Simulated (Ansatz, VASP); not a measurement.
One calculation of NaH, two programs

```xyz
2
Lattice="3.0231 0.0000 0.0000 0.0000 3.0231 0.0000 0.0000 0.0000 3.0231" Properties=species:S:1:pos:R:3 pbc="T T T"
Na    0.0000    0.0000    0.0000
H     1.5116    1.5116    1.5116
```

Alike in both runs: task single point; functional PBE; k mesh 8 × 8 × 8; no spin polarisation.

```csv
,VASP,Ansatz
version,VASP 6.6.1,Ansatz 0.2.0
potentials or method,"VASP PAW PBE potentials, release 64 (Na_pv, H)","plane waves, PAW"
plane-wave cutoff (eV),520,420
occupations,"gaussian, width 0.01 eV",fixed
valence electrons in the cell,8,10
```

Ansatz gave:

* gap on the k mesh at the Fermi level (eV): 1.04
* pressure (GPa): -1.3

**Question.** Estimate VASP's values.

**Answer.** gap on the k mesh at the Fermi level (eV): 1.03; pressure (GPa): -1.3.

VASP's potentials hold 8 valence electrons a cell and Ansatz's 10, so a difference there can come from the potentials and not from the codes.
